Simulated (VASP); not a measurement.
Ge, 2 atoms in the cell. It takes space group Fd-3m (No. 227, cubic). The conventional cell has a = 5.705 Å, b = 5.705 Å, c = 5.705 Å, α = 90.00°, β = 90.00°, γ = 90.00°. Ge (site symmetry -43m) has 4 Ge at 2.47 Å within 3.3 Å. 

| Quantity | Value |
| --- | --- |
| Program | VASP 6.6.1 |
| Task | single point |
| Functional | PBE |
| Potentials or basis | VASP PAW PBE potentials, release 64 (Ge_d) |
| Cutoff | 520 eV |
| k mesh | 6 × 6 × 6 |
| Occupations | gaussian, width 0.05 eV |
| Spin | no spin polarisation |
| Dipole correction | no |
| Further INCAR settings | ALGO = Normal; EDIFF = 1e-07; NBANDS = 21 |

Potentials or basis: VASP PAW PBE potentials, release 64 (Ge_d).

Run with:

```sh
$ cat potpaw_PBE.64/Ge_d/POTCAR > POTCAR
$ mpirun -np 1 vasp_std > vasp.out
```

Hardware: 1 thread of Intel Xeon 8259CL, on a shared host.

Estimate the wall time of this run.

Run time: 22 s on 1 thread of Intel Xeon 8259CL (shared host), peak memory 0.16 GiB. Counts: scf iterations 12, k points 16.
